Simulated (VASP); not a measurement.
# Cu in VASP: a series of runs

Runs on Cu. Level: PBEsol. Tasks: single point.

All numbers are computed with VASP 6.6.1; they aren't measurements. Logs are shortened: lines on timing, memory, paths and dates and some standing lists are left out, and cuts for length are marked.

### 1 The cell of the first run

The cell holds a wire with vacuum, 2 atoms: a = 10.000 Å, b = 9.300 Å, c = 2.352 Å, α = 90.00°, β = 90.00°, γ = 90.00°.

### 2 Single point, PBEsol, collinear spin, ferromagnetic start

INCAR

```
PREC = Accurate
ENCUT = 520
EDIFF = 1E-7
ISMEAR = 0
SIGMA = 0.05
LREAL = False
LASPH = True
NELM = 150
ALGO = Fast
ISIF = 2
LWAVE = False
LCHARG = False
ISPIN = 2
MAGMOM = 0.5 0.5
LORBIT = 11
LMAXMIX = 4
GGA = PS
NBANDS = 22
```

KPOINTS

```
Automatic mesh
0
Gamma
  1 1 16
```

POSCAR

```
Cu
1.0
   10.0000000000      0.0000000000      0.0000000000
    0.0000000000      9.3000000000      0.0000000000
    0.0000000000      0.0000000000      2.3522126808
Cu
2
Direct
    0.3991696184      0.5000000000      0.0000000000
    0.6008303816      0.5000000000      0.5000000000
```

Potentials or basis: VASP PAW PBE potentials, release 64 (Cu).

Started as:

```console
> cat potpaw_PBE.64/Cu/POTCAR > POTCAR
> mpirun -np 1 vasp_std > vasp.out
```

OUTCAR:

```text
PREC = Accurate
   ENCUT = 520
   EDIFF = 1E-7
   ISMEAR = 0
   LREAL = False
   LASPH = True
   NELM = 150
   ISIF = 2
   ISPIN = 2
   LORBIT = 11
   GGA = PS

 ion  position               nearest neighbor table
   1  0.399  0.500  0.000-   2 2.33   2 2.33
   2  0.601  0.500  0.500-   1 2.33   1 2.33

  LATTYP: Found a simple orthorhombic cell.
 ALAT       =     2.3522126808
 B/A-ratio  =     3.9537241151
 C/A-ratio  =     4.2513162528

  Lattice vectors:

 A1 = (   0.0000000000,   0.0000000000,  -2.3522126808)
 A2 = (   0.0000000000,   9.3000000000,   0.0000000000)
 A3 = (  10.0000000000,   0.0000000000,   0.0000000000)

Analysis of symmetry for initial positions (statically):
=====================================================================
 Subroutine PRICEL returns:
 Original cell was already a primitive cell.

 Routine SETGRP: Setting up the symmetry group for a
 simple orthorhombic supercell.

 Subroutine GETGRP returns: Found  8 space group operations
 (whereof  4 operations were pure point group operations)
 out of a pool of  8 trial point group operations.

The static configuration has the point symmetry C_2v.
 The point group associated with its full space group is D_2h.

Analysis of symmetry for dynamics (positions and initial velocities):
=====================================================================
 Subroutine PRICEL returns:
 Original cell was already a primitive cell.

 Routine SETGRP: Setting up the symmetry group for a
 simple orthorhombic supercell.

 Subroutine GETGRP returns: Found  8 space group operations
 (whereof  4 operations were pure point group operations)
 out of a pool of  8 trial point group operations.

The dynamic configuration has the point symmetry C_2v.
 The point group associated with its full space group is D_2h.

Analysis of structural, dynamic, and magnetic symmetry:
=====================================================================
 Subroutine PRICEL returns:
 Original cell was already a primitive cell.

 Routine SETGRP: Setting up the symmetry group for a
 simple orthorhombic supercell.

 Subroutine GETGRP returns: Found  8 space group operations
 (whereof  4 operations were pure point group operations)
 out of a pool of  8 trial point group operations.

The overall configuration has the point symmetry C_2v.
 The point group associated with its full space group is D_2h.

 Subroutine INISYM returns: Found  8 space group operations
 (whereof  4 operations are pure point group operations),
 and found     1 'primitive' translations

----------------------------------------------------------------------------------------

                                     Primitive cell

  volume of cell :     218.7558

  direct lattice vectors                    reciprocal lattice vectors
    10.000000000  0.000000000  0.000000000     0.100000000  0.000000000  0.000000000
     0.000000000  9.300000000  0.000000000     0.000000000  0.107526882  0.000000000
     0.000000000  0.000000000  2.352212681     0.000000000  0.000000000  0.425131625

  length of vectors
    10.000000000  9.300000000  2.352212681     0.100000000  0.107526882  0.425131625

  position of ions in fractional coordinates (direct lattice)
     0.399169618  0.500000000  0.000000000
     0.600830382  0.500000000  0.500000000

  ion indices of the primitive-cell ions
   primitive index   ion index
                 1           1
                 2           2

----------------------------------------------------------------------------------------

 KPOINTS: Automatic mesh

Automatic generation of k-mesh.
 Grid dimensions read from file:
 generate k-points for:    1    1   16

 Generating k-lattice:

  Cartesian coordinates                     Fractional coordinates (reciprocal lattice)
     0.100000000  0.000000000  0.000000000     1.000000000  0.000000000  0.000000000
     0.000000000  0.107526882  0.000000000     0.000000000  1.000000000  0.000000000
     0.000000000  0.000000000  0.026570727     0.000000000  0.000000000  0.062500000

  Length of vectors
     0.100000000  0.107526882  0.026570727

  Shift w.r.t. Gamma in fractional coordinates (k-lattice)
     0.000000000  0.000000000  0.000000000

 Subroutine IBZKPT returns following result:
 ===========================================

 Found      9 irreducible k-points:

 Following reciprocal coordinates:
            Coordinates               Weight
  0.000000  0.000000  0.000000      1.000000
  0.000000  0.000000  0.062500      2.000000
  0.000000  0.000000  0.125000      2.000000
  0.000000  0.000000  0.187500      2.000000
  0.000000  0.000000  0.250000      2.000000
  0.000000  0.000000  0.312500      2.000000
  0.000000  0.000000  0.375000      2.000000
  0.000000  0.000000  0.437500      2.000000
  0.000000  0.000000  0.500000      1.000000
   k-points           NKPTS =      9   k-points in BZ     NKDIM =      9   number of bands    NBANDS=     22
   number of dos      NEDOS =    301   number of ions     NIONS =      2
   total plane-waves  NPLWV = 100800
   dimension x,y,z NGX =    80 NGY =   70 NGZ =   18
   dimension x,y,z NGXF=   160 NGYF=  140 NGZF=   36
   ions per type =               2
   NGX,Y,Z   is equivalent  to a cutoff of  13.30, 12.51, 12.72 a.u.
   NGXF,Y,Z  is equivalent  to a cutoff of  26.60, 25.03, 25.44 a.u.
 SYSTEM =  unknown system
   PREC   = accura    normal or accurate (medium, high low for compatibility)
   ISTART =      0    job   : 0-new  1-cont  2-samecut
   ICHARG =      2    charge: 1-file 2-atom 10-const
   ISPIN  =      2    spin polarized calculation?
   LNONCOLLINEAR =      F non collinear calculations
   LSORBIT =      F    spin-orbit coupling
   LASPH  =      T    aspherical Exc in radial PAW
   ENCUT  =  520.0 eV  38.22 Ry    6.18 a.u.  18.59 17.29  4.37*2*pi/ulx,y,z
   NELM   =    150;   NELMIN=  2; NELMDL= -5     # of ELM steps
   EDIFF  = 0.1E-06   stopping-criterion for ELM
   LREAL  =      F    real-space projection
   EDIFFG = 0.1E-05   stopping-criterion for IOM
   NSW    =      0    number of steps for IOM
   IBRION =     -1    ionic relax: 0-MD 1-quasi-New 2-CG
   NFREE  =      0    steps in history (QN), initial steepest desc. (CG)
   ISIF   =      2    stress and relaxation
   ISYM   =      2    0-nonsym 1-usesym 2-fastsym
   POTIM  = 0.5000    time-step for ionic-motion
   TEBEG  =    0.0;   TEEND  =   0.0 temperature during run
   PSTRESS=    0.0 pullay stress
   NELECT =      22.0000    total number of electrons
   NUPDOWN=      -1.0000    fix difference up-down
   EMIN   =  10.00;   EMAX   =-10.00  energy-range for DOS
   EFERMI =   0.00;   METHOD = LEGACY
   ISMEAR =     0;   SIGMA  =   0.05  broadening in eV -4-tet -1-fermi 0-gaus
   EFERMI_NEDOS =   21; number of points for ismear=-14 and -15
   IALGO  =     68    algorithm
   IMIX   =      4    mixing-type and parameters
     AMIX     =   0.40;   BMIX     =  1.00
     AMIX_MAG =   1.60;   BMIX_MAG =  1.00
  volume/ion in A,a.u.               =     109.38       738.12
  Fermi-wavevector in a.u.,A,eV,Ry     =   0.761312  1.438671  7.885877  0.579596
  Thomas-Fermi vector in A             =   1.860524
   LORBIT       =     11    0 simple, 1 ext, 2 COOP (PROOUT), +10 PAW based schemes
   GGA     = PS    functional components
   LHFCALC =     F    Hartree Fock is set to
   AEXX    =    0.0000 exact exchange contribution
   IVDW    =     0    specifies the selected vdW correction
   LEPSILON=     F    determine dielectric tensor
   LRPA    =     F    only Hartree local field effects (RPA)
 spin polarized calculation
 RMM-DIIS sequential band-by-band and
 Gauss-broadening in eV      SIGMA  =   0.05
  energy-cutoff  :      520.00
  volume of cell :      218.76
 maximum number of plane-waves:      5933
 NGX is ok and might be reduce to    80
   NGX = 37   NGY = 35   NGZ =  9

 number of electron      22.0000036 magnetization       0.0168090

 number of electron      22.0000036 magnetization      -0.0002626

 Free energy of the ion-electron system (eV)
  ---------------------------------------------------
  ext. energy  EPLUGINS =         0.00000000
  ---------------------------------------------------
  free energy    TOTEN  =        -5.30160923 eV

  energy without entropy =       -5.29838032  energy(sigma->0) =       -5.29999477

 E-fermi :  -3.3621     XC(G=0):  -2.8232

 val. band max:       -3.4062185224   @ k =   0.0000   0.0000   0.3750
 cond. band min:      -3.3179854913   @ k =   0.0000   0.0000   0.1250
 fundamental gap:      0.0882330310
 Fermi energy:        -3.3620826545

 spin component 1

 k-point     1 :       0.0000    0.0000    0.0000
  band No.  band energies     occupation
      1      -8.4915      1.00000
      2      -7.1677      1.00000
      3      -5.7147      1.00000
      4      -5.6333      1.00000
      5      -5.2880      1.00000
      6      -4.9863      1.00000
[... 14 lines left out ...]
     21       3.9565      0.00000
     22       4.7359      0.00000

 k-point     2 :       0.0000    0.0000    0.0625
  band No.  band energies     occupation
      1      -8.3735      1.00000
      2      -7.0734      1.00000
      3      -5.7004      1.00000
      4      -5.6125      1.00000
      5      -5.2623      1.00000
      6      -5.0941      1.00000
[... 14 lines left out ...]
     21       4.0506      0.00000
     22       4.8511      0.00000

 k-point     3 :       0.0000    0.0000    0.1250
  band No.  band energies     occupation
      1      -8.0306      1.00000
      2      -6.8056      1.00000
      3      -5.6634      1.00000
      4      -5.5584      1.00000
      5      -5.3166      1.00000
      6      -5.1846      1.00000
[... 14 lines left out ...]
     21       4.3336      0.00000
     22       5.1946      0.00000
[... 101 lines left out ...]
 k-point     8 :       0.0000    0.0000    0.4375
  band No.  band energies     occupation
      1      -6.6034      1.00000
      2      -6.5252      1.00000
      3      -5.8575      1.00000
      4      -5.7944      1.00000
      5      -4.7507      1.00000
      6      -4.6653      1.00000
[... 14 lines left out ...]
     21       7.7471      0.00000
     22       7.7931      0.00000

 k-point     9 :       0.0000    0.0000    0.5000
  band No.  band energies     occupation
      1      -6.5909      1.00000
      2      -6.5909      1.00000
      3      -5.8611      1.00000
      4      -5.8611      1.00000
      5      -4.6560      1.00000
      6      -4.6560      1.00000
[... 14 lines left out ...]
     21       8.1662      0.00000
     22       8.1662      0.00000
 Fermi energy:        -3.3620826545

 spin component 2

 k-point     1 :       0.0000    0.0000    0.0000
  band No.  band energies     occupation
      1      -8.4916      1.00000
      2      -7.1678      1.00000
      3      -5.7147      1.00000
      4      -5.6334      1.00000
      5      -5.2880      1.00000
      6      -4.9863      1.00000
[... 14 lines left out ...]
     21       3.9563      0.00000
     22       4.7359      0.00000

 k-point     2 :       0.0000    0.0000    0.0625
  band No.  band energies     occupation
      1      -8.3736      1.00000
      2      -7.0735      1.00000
      3      -5.7004      1.00000
      4      -5.6126      1.00000
      5      -5.2623      1.00000
      6      -5.0942      1.00000
[... 14 lines left out ...]
     21       4.0504      0.00000
     22       4.8512      0.00000

 k-point     3 :       0.0000    0.0000    0.1250
  band No.  band energies     occupation
      1      -8.0307      1.00000
      2      -6.8057      1.00000
      3      -5.6635      1.00000
      4      -5.5585      1.00000
      5      -5.3166      1.00000
      6      -5.1847      1.00000
[... 14 lines left out ...]
     21       4.3334      0.00000
     22       5.1947      0.00000
[... 101 lines left out ...]
 k-point     8 :       0.0000    0.0000    0.4375
  band No.  band energies     occupation
      1      -6.6035      1.00000
      2      -6.5252      1.00000
      3      -5.8576      1.00000
      4      -5.7944      1.00000
      5      -4.7507      1.00000
      6      -4.6653      1.00000
[... 14 lines left out ...]
     21       7.7353      0.00000
     22       7.7929      0.00000

 k-point     9 :       0.0000    0.0000    0.5000
  band No.  band energies     occupation
      1      -6.5909      1.00000
      2      -6.5909      1.00000
      3      -5.8611      1.00000
      4      -5.8611      1.00000
      5      -4.6560      1.00000
      6      -4.6560      1.00000
[... 14 lines left out ...]
     21       8.1659      0.00000
     22       8.1659      0.00000

------------------------ aborting loop because EDIFF is reached ----------------------------------------

  FORCE on cell =-STRESS in cart. coord.  units (eV):
  Direction    XX          YY          ZZ          XY          YZ          ZX
  --------------------------------------------------------------------------------------
  -------------------------------------------------------------------------------------
  Total        0.0856735     -0.0360315      0.1083941      0.0000000      0.0000000      0.0000000
  in kB        0.6274766     -0.2638961      0.7938833      0.0000000      0.0000000      0.0000000
  external PRESSURE =       0.3858213 kB  Pullay stress =       0.0000000 kB

 VOLUME and BASIS-vectors are now :
 -----------------------------------------------------------------------------
  energy-cutoff  :      520.00
  volume of cell :      218.76
      direct lattice vectors                 reciprocal lattice vectors
    10.000000000  0.000000000  0.000000000     0.100000000  0.000000000  0.000000000
     0.000000000  9.300000000  0.000000000     0.000000000  0.107526882  0.000000000
     0.000000000  0.000000000  2.352212681     0.000000000  0.000000000  0.425131625

 POSITION                                       TOTAL-FORCE (eV/Angst)
 -----------------------------------------------------------------------------------
      3.99170      4.65000      0.00000        -0.034357      0.000000      0.000000
      6.00830      4.65000      1.17611         0.034357      0.000000      0.000000
 -----------------------------------------------------------------------------------
    total drift:                                0.000000      0.000000      0.000000

  FREE ENERGIE OF THE ION-ELECTRON SYSTEM (eV)
  ---------------------------------------------------
  free  energy   TOTEN  =        -5.3016092272 eV

  energy  without entropy=       -5.2983803210  energy(sigma->0) =       -5.29999477

 total charge

# of ion       s       p       d       tot
------------------------------------------
    1        0.501   0.207   9.249   9.956
    2        0.501   0.207   9.249   9.956
--------------------------------------------------
tot          1.001   0.413  18.497  19.912

 magnetization (x)

# of ion       s       p       d       tot
------------------------------------------
    1       -0.000  -0.000  -0.000  -0.000
    2       -0.000  -0.000  -0.000  -0.000
--------------------------------------------------
tot         -0.000  -0.000  -0.000  -0.000
```

Run time: 2 min. Hardware: 1 thread of Intel Xeon Platinum 8488C (Sapphire Rapids), shared host; peak memory 0.4 GiB.

What came out:

```yaml
Free_energy: -5.3016 eV
Largest_force: 0.034 eV/Å
Band_gap_on_the_k_mesh: zero (filled and empty bands overlap)
Net_moment: 0.00 μB per cell
Valence_electrons_inside_the_program's_atomic_spheres: Cu 9.96
```

Forces on the atoms (eV/Å):
```
Cu  -0.034  0.000  0.000
Cu   0.034  0.000  0.000
```

Caveat: the PAW data sets were made with another functional, which shifts forces and pressure a little.

### 3 Single point, PBEsol, collinear spin, ferromagnetic start

This run uses another cell than the first one, of 119.68 Å³/atom, 1.094 times its volume.

INCAR

```
PREC = Accurate
ENCUT = 520
EDIFF = 1E-7
ISMEAR = 0
SIGMA = 0.05
LREAL = F
LASPH = T
NELM = 150
ALGO = Normal
ISIF = 2
LWAVE = F
LCHARG = F
ISPIN = 2
MAGMOM = 0.5 0.5
LORBIT = 11
LMAXMIX = 4
GGA = PS
NBANDS = 22
```

KPOINTS

```
Automatic mesh
0
Gamma
  1 1 27
```

POSCAR

```
Cu
1.0
   11.0000000000      0.0000000000      0.0000000000
    0.0000000000      9.3000000000      0.0000000000
    0.0000000000      0.0000000000      2.3397222434
Cu
2
Direct
    0.4078355961      0.5000000000      0.0000000000
    0.5921644039      0.5000000000      0.5000000000
```

Potentials or basis: VASP PAW PBE potentials, release 64 (Cu).

Started as:

```console
> cat potpaw_PBE.64/Cu/POTCAR > POTCAR
> mpirun -np 1 vasp_std > vasp.out
```

OUTCAR:

```text
PREC = Accurate
   ENCUT = 520
   EDIFF = 1E-7
   ISMEAR = 0
   LREAL = F
   LASPH = T
   NELM = 150
   ISIF = 2
   ISPIN = 2
   LORBIT = 11
   GGA = PS

 ion  position               nearest neighbor table
   1  0.408  0.500  0.000-   2 2.34   2 2.34
   2  0.592  0.500  0.500-   1 2.34   1 2.34

  LATTYP: Found a simple orthorhombic cell.
 ALAT       =     2.3397222434
 B/A-ratio  =     3.9748307844
 C/A-ratio  =     4.7014127557

  Lattice vectors:

[... 904 lines left out ...]
  in kB        0.4583473     -0.1758110      0.9455747      0.0000000      0.0000000      0.0000000
  external PRESSURE =       0.4093703 kB  Pullay stress =       0.0000000 kB

 VOLUME and BASIS-vectors are now :
 -----------------------------------------------------------------------------
  energy-cutoff  :      520.00
  volume of cell :      239.35
      direct lattice vectors                 reciprocal lattice vectors
    11.000000000  0.000000000  0.000000000     0.090909091  0.000000000  0.000000000
     0.000000000  9.300000000  0.000000000     0.000000000  0.107526882  0.000000000
     0.000000000  0.000000000  2.339722243     0.000000000  0.000000000  0.427401160

 POSITION                                       TOTAL-FORCE (eV/Angst)
 -----------------------------------------------------------------------------------
      4.48619      4.65000      0.00000        -0.034230      0.000000      0.000000
      6.51381      4.65000      1.16986         0.034230      0.000000      0.000000
 -----------------------------------------------------------------------------------
    total drift:                                0.000000     -0.000000     -0.000000

  FREE ENERGIE OF THE ION-ELECTRON SYSTEM (eV)
  ---------------------------------------------------
  free  energy   TOTEN  =        -5.3262038801 eV

  energy  without entropy=       -5.3239948503  energy(sigma->0) =       -5.32509937

 total charge

# of ion       s       p       d       tot
------------------------------------------
    1        0.503   0.205   9.250   9.957
    2        0.503   0.205   9.250   9.957
--------------------------------------------------
tot          1.005   0.410  18.500  19.915

 magnetization (x)

# of ion       s       p       d       tot
------------------------------------------
    1        0.000   0.000   0.000   0.000
    2        0.000   0.000   0.000   0.000
--------------------------------------------------
tot          0.000   0.000   0.000   0.000
```

OSZICAR:

```text
N       E                     dE             d eps       ncg     rms          rms(c)
DAV:   1     0.143470957934E+03    0.14347E+03   -0.72652E+03  1232   0.780E+02
DAV:   2    -0.162145076634E+01   -0.14509E+03   -0.12741E+03  1250   0.188E+02
DAV:   3    -0.617615834356E+01   -0.45547E+01   -0.45049E+01  1624   0.523E+01
[... 18 lines left out ...]
DAV:  22    -0.532620094837E+01   -0.97877E-06   -0.16305E-07  1228   0.217E-03    0.708E-04
DAV:  23    -0.532620275935E+01   -0.18110E-05   -0.21936E-07  1210   0.204E-03    0.459E-04
DAV:  24    -0.532620302991E+01   -0.27056E-06   -0.78236E-08  1068   0.128E-03    0.295E-04
DAV:  25    -0.532620385965E+01   -0.82974E-06   -0.96427E-08  1088   0.147E-03    0.189E-04
DAV:  26    -0.532620388005E+01   -0.20400E-07   -0.91934E-09  1210   0.623E-04
   1 F= -.53262039E+01 E0= -.53250994E+01  d E =-.220903E-02  mag=     0.0005
```

It took 4.1 min on 1 thread of Intel Xeon 6975P-C, shared host; peak memory 0.44 GiB.

Results:

```
Free energy                                           : -5.3262 eV
Largest force                                         : 0.034 eV/Å
Band gap on the k mesh                                : zero (filled and empty bands overlap)
Net moment                                            : 0.00 μB per cell
Valence electrons inside the program's atomic spheres : Cu 9.96
```

Forces in eV/Å, atoms in the order of the input:
```
Cu  -0.034  0.000  0.000
Cu   0.034  0.000  0.000
```

Levels at points of the mesh, in eV from the Fermi level:
Spin up:
```
           k point  band 7  band 8  band 9  band 10  band 11  band 12  band 13  band 14  band 15  band 16
(0.00, 0.00, 0.00)   -1.35   -1.26   -0.94    -0.77    -0.60    -0.39     1.59     2.29     4.38     4.56
```
Spin down:
```
           k point  band 8  band 9  band 10  band 11  band 12  band 13  band 14  band 15
(0.00, 0.00, 0.00)   -1.26   -0.94    -0.77    -0.60    -0.38     1.59     2.29     4.38
```

Caveat: the PAW data sets were made with another functional, which shifts forces and pressure a little.

(Part 1 of 2 ends here.)
